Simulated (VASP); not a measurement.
# TaN (P-6m2) in VASP: a series of runs

Runs on TaN. Level: PBEsol. Tasks: single point.

Everything below comes from runs of VASP 6.6.1. Logs are shortened: lines on timing, memory, paths and dates and some standing lists are left out, and cuts for length are marked.

## 1. The cell of the first run

Symmetry: P-6m2, No. 187, hexagonal system. Conventional cell: a = 2.837 Å, b = 2.837 Å, c = 2.784 Å, α = 90.00°, β = 90.00°, γ = 120.00°. Ta (site symmetry -6m2) has 6 N at 2.15 Å and 2 Ta at 2.78 Å within 2.8 Å. N (site symmetry -6m2) has 6 Ta at 2.15 Å and 2 N at 2.78 Å within 2.8 Å.

## 2. Single point, PBEsol

INCAR reads:

```
PREC = Accurate ; ENCUT = 520
EDIFF = 1E-6 ; ISMEAR = -1
SIGMA = 0.1 ; LREAL = False
LASPH = True ; NELM = 100
ALGO = Normal ; ISIF = 2
LWAVE = False ; LCHARG = False
GGA = PS ; NBANDS = 15
```

KPOINTS reads:

```
Automatic mesh
0
Gamma
  11 11 10
```

POSCAR reads:

```
TaN
1.0
    2.8366078120      0.0000000000      0.0000000000
   -1.4183039060      2.4565747769      0.0000000000
    0.0000000000      0.0000000000      2.7835058958
Ta N
1 1
Direct
    0.3333333333      0.6666666667      0.5000000000
    0.0000000000      0.0000000000      0.0000000000
```

Potentials or basis: VASP PAW PBE potentials, release 64 (Ta_pv, N).

Run with:

```console
$ cat potpaw_PBE.64/Ta_pv/POTCAR potpaw_PBE.64/N/POTCAR > POTCAR
$ mpirun -np 1 vasp_std > vasp.out
```

OUTCAR:

```text
PREC = Accurate
   ENCUT = 520
   EDIFF = 1E-6
   ISMEAR = -1
   LREAL = False
   LASPH = True
   NELM = 100
   ISIF = 2
   GGA = PS

 ion  position               nearest neighbor table
   1  0.333  0.667  0.500-   2 2.15   2 2.15   2 2.15   2 2.15   2 2.15   2 2.15
   2  0.000  0.000  0.000-   1 2.15   1 2.15   1 2.15   1 2.15   1 2.15   1 2.15

  LATTYP: Found a hexagonal cell.
 ALAT       =     2.8366078120
 C/A-ratio  =     0.9812797821

  Lattice vectors:

 A1 = (   2.8366078120,   0.0000000000,   0.0000000000)
 A2 = (  -1.4183039060,   2.4565747769,   0.0000000000)
 A3 = (   0.0000000000,   0.0000000000,   2.7835058958)

Analysis of symmetry for initial positions (statically):
=====================================================================
 Subroutine PRICEL returns:
 Original cell was already a primitive cell.

 Routine SETGRP: Setting up the symmetry group for a
 hexagonal supercell.

 Subroutine GETGRP returns: Found 12 space group operations
 (whereof 12 operations were pure point group operations)
 out of a pool of 24 trial point group operations.

The static configuration has the point symmetry D_3h.

Analysis of symmetry for dynamics (positions and initial velocities):
=====================================================================
 Subroutine PRICEL returns:
 Original cell was already a primitive cell.

 Routine SETGRP: Setting up the symmetry group for a
 hexagonal supercell.

 Subroutine GETGRP returns: Found 12 space group operations
 (whereof 12 operations were pure point group operations)
 out of a pool of 24 trial point group operations.

The dynamic configuration has the point symmetry D_3h.

 Subroutine INISYM returns: Found 12 space group operations
 (whereof 12 operations are pure point group operations),
 and found     1 'primitive' translations

----------------------------------------------------------------------------------------

                                     Primitive cell

  volume of cell :      19.3964

  direct lattice vectors                    reciprocal lattice vectors
     2.836607812  0.000000000  0.000000000     0.352533754  0.203535429  0.000000000
    -1.418303906  2.456574777  0.000000000     0.000000000  0.407070857  0.000000000
     0.000000000  0.000000000  2.783505896     0.000000000  0.000000000  0.359259164

  length of vectors
     2.836607812  2.836608116  2.783505896     0.407070901  0.407070857  0.359259164

  position of ions in fractional coordinates (direct lattice)
     0.333333333  0.666666667  0.500000000
     0.000000000  0.000000000  0.000000000

  ion indices of the primitive-cell ions
   primitive index   ion index
                 1           1
                 2           2

----------------------------------------------------------------------------------------

 KPOINTS: Automatic mesh

Automatic generation of k-mesh.
 Grid dimensions read from file:
 generate k-points for:   11   11   10

 Generating k-lattice:

  Cartesian coordinates                     Fractional coordinates (reciprocal lattice)
     0.032048523  0.018503221  0.000000000     0.090909091 -0.000000000  0.000000000
     0.000000000  0.037006442  0.000000000     0.000000000  0.090909091  0.000000000
     0.000000000  0.000000000  0.035925916     0.000000000  0.000000000  0.100000000

  Length of vectors
     0.037006446  0.037006442  0.035925916

  Shift w.r.t. Gamma in fractional coordinates (k-lattice)
     0.000000000  0.000000000  0.000000000

 Subroutine IBZKPT returns following result:
 ===========================================

 Found     96 irreducible k-points:

 Following reciprocal coordinates:
            Coordinates               Weight
  0.000000  0.000000  0.000000      1.000000
  0.090909  0.000000  0.000000      6.000000
  0.181818 -0.000000  0.000000      6.000000
  0.272727  0.000000  0.000000      6.000000
  0.363636  0.000000  0.000000      6.000000
  0.454545  0.000000  0.000000      6.000000
[... 16 lines left out ...]
  0.090909  0.090909  0.100000     12.000000
  0.181818  0.090909  0.100000     24.000000
 [... further k-points ...]
   k-points           NKPTS =     96   k-points in BZ     NKDIM =     96   number of bands    NBANDS=     15
   number of dos      NEDOS =    301   number of ions     NIONS =      2
   total plane-waves  NPLWV =  13824
   dimension x,y,z NGX =    24 NGY =   24 NGZ =   24
   dimension x,y,z NGXF=    48 NGYF=   48 NGZF=   48
   ions per type =               1   1
   NGX,Y,Z   is equivalent  to a cutoff of  14.07, 14.07, 14.33 a.u.
   NGXF,Y,Z  is equivalent  to a cutoff of  28.13, 28.13, 28.67 a.u.
 SYSTEM =  unknown system
   PREC   = accura    normal or accurate (medium, high low for compatibility)
   ISTART =      0    job   : 0-new  1-cont  2-samecut
   ICHARG =      2    charge: 1-file 2-atom 10-const
   ISPIN  =      1    spin polarized calculation?
   LNONCOLLINEAR =      F non collinear calculations
   LSORBIT =      F    spin-orbit coupling
   LASPH  =      T    aspherical Exc in radial PAW
   ENCUT  =  520.0 eV  38.22 Ry    6.18 a.u.   5.27  5.27  5.18*2*pi/ulx,y,z
   NELM   =    100;   NELMIN=  2; NELMDL= -5     # of ELM steps
   EDIFF  = 0.1E-05   stopping-criterion for ELM
   LREAL  =      F    real-space projection
   EDIFFG = 0.1E-04   stopping-criterion for IOM
   NSW    =      0    number of steps for IOM
   IBRION =     -1    ionic relax: 0-MD 1-quasi-New 2-CG
   NFREE  =      0    steps in history (QN), initial steepest desc. (CG)
   ISIF   =      2    stress and relaxation
   ISYM   =      2    0-nonsym 1-usesym 2-fastsym
   POTIM  = 0.5000    time-step for ionic-motion
   TEBEG  =    0.0;   TEEND  =   0.0 temperature during run
   PSTRESS=    0.0 pullay stress
   NELECT =      16.0000    total number of electrons
   NUPDOWN=      -1.0000    fix difference up-down
   EMIN   =  10.00;   EMAX   =-10.00  energy-range for DOS
   EFERMI =   0.00;   METHOD = LEGACY
   ISMEAR =    -1;   SIGMA  =   0.10  broadening in eV -4-tet -1-fermi 0-gaus
   EFERMI_NEDOS =   21; number of points for ismear=-14 and -15
   IALGO  =     38    algorithm
   IMIX   =      4    mixing-type and parameters
     AMIX     =   0.40;   BMIX     =  1.00
     AMIX_MAG =   1.60;   BMIX_MAG =  1.00
  volume/ion in A,a.u.               =       9.70        65.45
  Fermi-wavevector in a.u.,A,eV,Ry     =   1.535351  2.901393 32.073051  2.357303
  Thomas-Fermi vector in A             =   2.642152
   LORBIT       =      0    0 simple, 1 ext, 2 COOP (PROOUT), +10 PAW based schemes
   GGA     = PS    functional components
   LHFCALC =     F    Hartree Fock is set to
   AEXX    =    0.0000 exact exchange contribution
   IVDW    =     0    specifies the selected vdW correction
   LEPSILON=     F    determine dielectric tensor
   LRPA    =     F    only Hartree local field effects (RPA)
 non-spin polarized calculation
  energy-cutoff  :      520.00
  volume of cell :       19.40
 maximum number of plane-waves:       541
 NGX is ok and might be reduce to    24
   NGX = 11   NGY = 11   NGZ = 11

 number of electron      16.0000000 magnetization

 Free energy of the ion-electron system (eV)
  ---------------------------------------------------
  ext. energy  EPLUGINS =         0.00000000
  ---------------------------------------------------
  free energy    TOTEN  =       -23.57518387 eV

  energy without entropy =      -23.57183468  energy(sigma->0) =      -23.57350928

 E-fermi :   9.2587     XC(G=0): -14.0891

 val. band max:        9.1799296104   @ k =   0.0000   0.0000   0.4000
 cond. band min:       9.4210930833   @ k =   0.0909   0.0000   0.5000
 fundamental gap:      0.2411634730
 Fermi energy:         9.2587180968

 k-point     1 :       0.0000    0.0000    0.0000
  band No.  band energies     occupation
      1     -25.2461      2.00000
      2     -24.9147      2.00000
      3     -24.9147      2.00000
      4      -9.3215      2.00000
      5       4.1808      2.00000
      6       4.1808      2.00000
      7       4.4786      2.00000
      8       6.2165      2.00000
      9      12.2543      0.00000
     10      13.3421      0.00000
     11      13.3421      0.00000
     12      13.8459      0.00000
     13      13.8459      0.00000
     14      22.8771      0.00000
     15      23.3050      0.00000

 k-point     2 :       0.0909    0.0000    0.0000
  band No.  band energies     occupation
      1     -25.2292      2.00000
      2     -25.0479      2.00000
      3     -24.9421      2.00000
      4      -9.1098      2.00000
      5       3.6417      2.00000
      6       4.3388      2.00000
      7       4.7721      2.00000
      8       5.9228      2.00000
      9      12.8731      0.00000
     10      12.9858      0.00000
     11      13.3673      0.00000
     12      13.7390      0.00000
     13      14.1026      0.00000
     14      22.8714      0.00000
     15      23.2505      0.00000

 k-point     3 :       0.1818   -0.0000    0.0000
  band No.  band energies     occupation
      1     -25.3911      2.00000
      2     -25.1834      2.00000
      3     -25.0147      2.00000
      4      -8.5431      2.00000
      5       2.5944      2.00000
      6       4.7500      2.00000
      7       5.2320      2.00000
      8       5.3659      2.00000
      9      12.0667      0.00000
     10      13.4645      0.00000
     11      13.5165      0.00000
     12      14.4723      0.00000
     13      14.6199      0.00000
     14      22.8765      0.00000
     15      23.1888      0.00000
[... 343 lines left out ...]
 k-point    23 :       0.0909    0.0909    0.1000
  band No.  band energies     occupation
      1     -25.3473      2.00000
      2     -25.2501      2.00000
      3     -24.9883      2.00000
      4      -8.5022      2.00000
      5       3.0546      2.00000
      6       4.1023      2.00000
      7       4.6889      2.00000
      8       6.2932      2.00000
      9      11.7031      0.00000
     10      12.2566      0.00000
     11      14.0159      0.00000
     12      14.7181      0.00000
     13      15.0788      0.00000
     14      22.7875      0.00000
     15      23.1185      0.00000

 k-point    24 :       0.1818    0.0909    0.1000
  band No.  band energies     occupation
      1     -25.6248      2.00000
      2     -25.2723      2.00000
      3     -25.0908      2.00000
      4      -7.8987      2.00000
      5       2.0945      2.00000
      6       3.9842      2.00000
      7       4.9755      2.00000
      8       6.3131      2.00000
      9      11.2853      0.00000
     10      12.5414      0.00000
     11      14.4086      0.00000
     12      14.9324      0.00000
     13      16.3298      0.00000
     14      22.7649      0.00000
     15      23.0776      0.00000

 [... further k-points ...]

------------------------ aborting loop because EDIFF is reached ----------------------------------------

  FORCE on cell =-STRESS in cart. coord.  units (eV):
  Direction    XX          YY          ZZ          XY          YZ          ZX
  --------------------------------------------------------------------------------------
  -------------------------------------------------------------------------------------
  Total        4.8702643      4.8702657      5.4922354      0.0000000     -0.0000000     -0.0000000
  in kB      402.2922670    402.2923820    453.6681536      0.0000000     -0.0000000     -0.0000000
  external PRESSURE =     419.4176009 kB  Pullay stress =       0.0000000 kB

 VOLUME and BASIS-vectors are now :
 -----------------------------------------------------------------------------
  energy-cutoff  :      520.00
  volume of cell :       19.40
      direct lattice vectors                 reciprocal lattice vectors
     2.836607812  0.000000000  0.000000000     0.352533754  0.203535429  0.000000000
    -1.418303906  2.456574777  0.000000000     0.000000000  0.407070857  0.000000000
     0.000000000  0.000000000  2.783505896     0.000000000  0.000000000  0.359259164

 POSITION                                       TOTAL-FORCE (eV/Angst)
 -----------------------------------------------------------------------------------
     -0.00000      1.63772      1.39175         0.000000     -0.000000      0.000000
      0.00000      0.00000      0.00000        -0.000000      0.000000      0.000000
 -----------------------------------------------------------------------------------
    total drift:                                0.000000      0.000005     -0.000000

  FREE ENERGIE OF THE ION-ELECTRON SYSTEM (eV)
  ---------------------------------------------------
  free  energy   TOTEN  =       -23.5751838732 eV

  energy  without entropy=      -23.5718346795  energy(sigma->0) =      -23.57350928
```

It took 50 s on 1 thread of AMD EPYC 7R13, shared host; peak memory 0.13 GiB.

Results:

```yaml
Free_energy: -23.5752 eV
Pressure: 41.9 GPa
Band_gap_on_the_k_mesh: zero (band 8 reaches 9.65 eV, above the bottom of band 9 at 9.09 eV)
```

Levels at points of the mesh, in eV from the Fermi level:
```csv
k point,band 6,band 7,band 8,band 9,band 10,band 11
"(0.00, 0.00, 0.00)",-5.08,-4.78,-3.04,3.00,4.08,4.08
"(0.00, 0.00, 0.50)",-4.16,-4.16,-0.17,-0.17,2.74,3.58
```

Caveat: the PAW data sets were made with another functional, which shifts forces and pressure a little; spin-orbit coupling is left out, which moves the levels of the heavy elements.

[end of part 1 of 2]
